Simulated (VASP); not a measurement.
# Hf (Pm-3m) in VASP: a series of runs, part 2 of 2

VASP 6.6.1.

## 3. Single point, PBE

Input file INCAR:

```
SYSTEM = Hf
PREC = Accurate ; ENCUT = 520
EDIFF = 1E-6 ; ISMEAR = -1
SIGMA = 0.05 ; LREAL = .False.
LASPH = .True. ; NELM = 60
ALGO = Normal ; ISIF = 2
LWAVE = .False. ; LCHARG = .False.
GGA = PE ; NBANDS = 11
```

Input file KPOINTS:

```
Automatic mesh
0
Gamma
  9 9 9
  0 0 0
```

Input file POSCAR:

```
Hf
1.0
    2.9151393952      0.0000000000      0.0000000000
    0.0000000000      2.9151393952      0.0000000000
    0.0000000000      0.0000000000      2.9151393952
Hf
1
Direct
    0.5000000000      0.5000000000      0.5000000000
```

Potentials or basis: VASP PAW PBE potentials, release 64 (Hf_pv).

Started as:

```bash
cat potpaw_PBE.64/Hf_pv/POTCAR > POTCAR
mpirun -np 1 vasp_std > vasp.out
```

Run time: 5.7 s. Hardware: 1 thread of Intel Xeon Platinum 8375C at 2.90GHz (Ice Lake), shared host; peak memory 0.14 GiB.

It converged, with:

| Item | Value |
| --- | --- |
| Free energy | -8.8630 eV |
| Pressure | -0.3 GPa |
| Band gap on the k mesh | zero (band 5 reaches 4.47 eV, above the bottom of band 6 at 2.41 eV) |

Levels at points of the mesh, in eV from the Fermi level:
```csv
k point,band 1,band 2,band 3,band 4,band 5,band 6,band 7,band 8,band 9,band 10
"(0.00, 0.00, 0.00)",-29.90,-29.90,-29.90,-6.42,-1.33,-1.33,6.54,6.54,6.54,12.89
```

Caveat: spin-orbit coupling is left out, which moves the levels of the heavy elements.

## 4. Single point, PBE+D3(BJ)

This run uses another cell than the first one, of 23.89 Å³/atom, 0.966 times its volume.

Input file INCAR:

```
SYSTEM = Hf
ALGO = Normal
EDIFF = 1E-6
ENCUT = 520
GGA = PE
ISIF = 2
ISMEAR = -1
IVDW = 12
LASPH = .True.
LCHARG = .True.
LELF = .True.
LREAL = .False.
LVHAR = .True.
LWAVE = .False.
NBANDS = 11
NELM = 60
PREC = Accurate
SIGMA = 0.05
```

Input file KPOINTS:

```
k-points
0
Gamma
  9 9 9
  0 0 0
```

Input file POSCAR:

```
Hf
1.0
    2.8802683900      0.0000000000      0.0000000000
    0.0000000000      2.8802683900      0.0000000000
    0.0000000000      0.0000000000      2.8802683900
Hf
1
Direct
    0.5000000000      0.5000000000      0.5000000000
```

Potentials or basis: VASP PAW PBE potentials, release 64 (Hf_pv).

Started as:

```bash
cat potpaw_PBE.64/Hf_pv/POTCAR > POTCAR
mpirun -np 1 vasp_std > vasp.out
```

OUTCAR:

```text
SYSTEM = Hf
   EDIFF = 1E-6
   ENCUT = 520
   GGA = PE
   ISIF = 2
   ISMEAR = -1
   IVDW = 12
   LASPH = .True.
   LREAL = .False.
   NELM = 60
   PREC = Accurate
 IVDW          = 12

 ion  position               nearest neighbor table
   1  0.500  0.500  0.500-

  LATTYP: Found a simple cubic cell.
 ALAT       =     2.8802683900

  Lattice vectors:

 A1 = (   2.8802683900,   0.0000000000,   0.0000000000)
 A2 = (   0.0000000000,   2.8802683900,   0.0000000000)
 A3 = (   0.0000000000,   0.0000000000,   2.8802683900)

Analysis of symmetry for initial positions (statically):
=====================================================================
 Subroutine PRICEL returns:
 Original cell was already a primitive cell.

 Routine SETGRP: Setting up the symmetry group for a
 simple cubic supercell.

 Subroutine GETGRP returns: Found 48 space group operations
 (whereof 48 operations were pure point group operations)
 out of a pool of 48 trial point group operations.

The static configuration has the point symmetry O_h .

Analysis of symmetry for dynamics (positions and initial velocities):
=====================================================================
 Subroutine PRICEL returns:
 Original cell was already a primitive cell.
[... 169 lines left out ...]
      5       2.5554      2.00000
      6       2.5554      2.00000
      7      10.7694      0.00000
      8      10.7694      0.00000
      9      10.7694      0.00000
     10      17.2003      0.00000
     11      17.2003      0.00000
[... 309 lines left out ...]
 k-point    24 :       0.4444    0.3333    0.1111
  band No.  band energies     occupation
      1     -26.6811      2.00000
      2     -26.4465      2.00000
      3     -25.7654      2.00000
      4       1.7635      2.00000
      5       3.4468      1.99995
      6       6.1419      0.00000
      7       6.3889      0.00000
      8       8.4679      0.00000
      9       9.6456      0.00000
     10      14.0798      0.00000
     11      17.0707      0.00000

 [... further k-points ...]

------------------------ aborting loop because EDIFF is reached ----------------------------------------

 Edisp (eV)   -0.42006

 E8    (eV) :    -0.2249

  FORCE on cell =-STRESS in cart. coord.  units (eV):
  Direction    XX          YY          ZZ          XY          YZ          ZX
  --------------------------------------------------------------------------------------
  -------------------------------------------------------------------------------------
  Total      -0.04090    -0.04090    -0.04090     0.00000     0.00000     0.00000
  in kB      -2.74254    -2.74254    -2.74254     0.00000     0.00000     0.00000
  external pressure =       -2.74 kB  Pullay stress =        0.00 kB

 VOLUME and BASIS-vectors are now :
 -----------------------------------------------------------------------------
  energy-cutoff  :      520.00
  volume of cell :       23.89
      direct lattice vectors                 reciprocal lattice vectors
     2.880268390  0.000000000  0.000000000     0.347189867  0.000000000  0.000000000
     0.000000000  2.880268390  0.000000000     0.000000000  0.347189867  0.000000000
     0.000000000  0.000000000  2.880268390     0.000000000  0.000000000  0.347189867

 POSITION                                       TOTAL-FORCE (eV/Angst)
 -----------------------------------------------------------------------------------
      1.44013      1.44013      1.44013         0.000000      0.000000      0.000000
 -----------------------------------------------------------------------------------
    total drift:                                0.000000     -0.000000     -0.000000

  FREE ENERGIE OF THE ION-ELECTRON SYSTEM (eV)
  ---------------------------------------------------
  free  energy   TOTEN  =        -9.2767442525 eV

  energy  without entropy=       -9.2633876983  energy(sigma->0) =       -9.27006598
```

stdout:

```text
POSCAR found type information on POSCAR Hf
 POSCAR found :  1 types and       1 ions
 scaLAPACK will be used
 LDA part: xc-table for (Slater+PW92), standard interpolation
 POSCAR, INCAR and KPOINTS ok, starting setup
 FFT: planning ... GRIDC
 FFT: planning ... GRID_SOFT
 FFT: planning ... GRID
 WAVECAR not read
 entering main loop
```

Run time: 5.4 s. Hardware: 1 thread of Intel Xeon Platinum 8375C at 2.90GHz (Ice Lake), shared host; peak memory 0.15 GiB.

What came out:

* Free energy: -9.2767 eV
* Pressure: -0.3 GPa
* Band gap on the k mesh: zero (band 5 reaches 4.73 eV, above the bottom of band 6 at 2.56 eV)
* Dispersion energy per atom: -0.420 eV

Caveat: spin-orbit coupling is left out, which moves the levels of the heavy elements; pairwise dispersion overbinds metals, which lowers pressure and volume.

## 5. Single point, PBE+D3(BJ)

This run uses another cell than the first one, of 24.03 Å³/atom, 0.971 times its volume.

Input file INCAR:

```
PREC     = Accurate       # precision mode
ENCUT    = 520            # plane-wave cutoff, eV
EDIFF    = 1E-7           # SCF threshold, eV
ISMEAR   = -1             # smearing method
SIGMA    = 0.05           # smearing width, eV
LREAL    = F              # projectors in reciprocal space
LASPH    = T              # aspherical terms in the spheres
NELM     = 60             # most SCF steps
ALGO     = Normal         # electronic algorithm
ISIF     = 2              # what is computed and relaxed
LWAVE    = F              # write WAVECAR
LCHARG   = F              # write CHGCAR
GGA      = PE             # functional
IVDW     = 12             # dispersion correction
NBANDS   = 11             # bands
```

Input file KPOINTS:

```
regular mesh
0
Gamma
  9 9 9
```

Input file POSCAR:

```
Hf
1.0
    2.8858284896      0.0000000000      0.0000000000
    0.0000000000      2.8858284896      0.0000000000
    0.0000000000      0.0000000000      2.8858284896
Hf
1
Direct
    0.5000000000      0.5000000000      0.5000000000
```

Started as:

```bash
cat potpaw_PBE.64/Hf_pv/POTCAR > POTCAR
mpirun -np 1 vasp_std > vasp.out
```

Wall time 5.2 s (1 thread of Intel Xeon Platinum 8375C at 2.90GHz (Ice Lake), shared host); peak memory 0.15 GiB.

Results (log left out):

| Property | Result |
| --- | --- |
| Free energy | -9.2763 eV |
| Pressure | -0.7 GPa |
| Band gap on the k mesh | zero (band 5 reaches 4.69 eV, above the bottom of band 6 at 2.53 eV) |
| Dispersion energy per atom | -0.418 eV |

Levels at points of the mesh, in eV from the Fermi level:
```
           k point  band 2  band 3  band 4  band 5  band 6  band 7  band 8  band 9
(0.00, 0.00, 0.00)  -29.80  -29.80   -6.50   -1.40   -1.40    6.75    6.75    6.75
```

Caveat: three body term missing; spin-orbit coupling is left out, which moves the levels of the heavy elements; pairwise dispersion overbinds metals, which lowers pressure and volume.

## 6. Single point, PBE+D3(BJ)

Input file INCAR:

```
ALGO = Normal ; EDIFF = 1E-6
ENCUT = 520 ; GGA = PE
ISIF = 2 ; ISMEAR = -1
IVDW = 12 ; LASPH = T
LCHARG = T ; LELF = T
LREAL = F ; LVHAR = T
LWAVE = F ; NBANDS = 11
NELM = 60 ; PREC = Accurate
SIGMA = 0.05
```

Input file KPOINTS:

```
k-points
0
Gamma
  9 9 9
```

Input file POSCAR:

```
Hf
1.0
    2.9138100000      0.0000000000      0.0000000000
    0.0000000000      2.9138100000      0.0000000000
    0.0000000000      0.0000000000      2.9138100000
Hf
1
Direct
    0.5000000000      0.5000000000      0.5000000000
```

Potentials or basis: VASP PAW PBE potentials, release 64 (Hf_pv).

Started as:

```bash
cat potpaw_PBE.64/Hf_pv/POTCAR > POTCAR
mpirun -np 1 vasp_std > vasp.out
```

Wall time 5.7 s (1 thread of Intel Xeon Platinum 8375C at 2.90GHz (Ice Lake), shared host); peak memory 0.15 GiB.

Results (log left out):

```
Free energy                : -9.2685 eV
Pressure                   : -2.8 GPa
Band gap on the k mesh     : zero (band 5 reaches 4.48 eV, above the bottom of band 6 at 2.42 eV)
Dispersion energy per atom : -0.406 eV
```

Levels at points of the mesh, in eV from the Fermi level:
```
           k point  band 2  band 3  band 4  band 5  band 6  band 7  band 8  band 9
(0.00, 0.00, 0.00)  -29.89  -29.89   -6.42   -1.34   -1.34    6.55    6.55    6.55
```

Caveat: three body term missing; spin-orbit coupling is left out, which moves the levels of the heavy elements; pairwise dispersion overbinds metals, which lowers pressure and volume.

## 7. Summary

| level | cell | k mesh | gap on the mesh (eV) | pressure (GPa) |
| --- | --- | --- | --- | --- |
| r2SCAN | a = 2.914 Å, 1 atom | 5 × 5 × 5 | none | -0.5 |
| PBE | a = 2.915 Å, 1 atom | 9 × 9 × 9 | none | -0.3 |
| PBE+D3(BJ) | a = 2.880 Å, 1 atom | 9 × 9 × 9 | none | -0.3 |
| PBE+D3(BJ) | a = 2.886 Å, 1 atom | 9 × 9 × 9 | none | -0.7 |
| PBE+D3(BJ) | a = 2.914 Å, 1 atom | 9 × 9 × 9 | none | -2.8 |

Alike in all rows: task single point; potentials or basis VASP PAW PBE potentials, release 64 (Hf_pv); no spin polarisation; cutoff (eV) 520; smearing fermi-dirac 0.05 eV.

Caveats: some runs use coarse meshes; spin-orbit coupling is left out, which moves the levels of the heavy elements; pairwise dispersion overbinds metals, which lowers pressure and volume (some runs); three body term missing (some runs); the PAW data sets were made with another functional, which shifts forces and pressure a little (some runs).

Absolute energies hang on the potentials; compare differences alone.
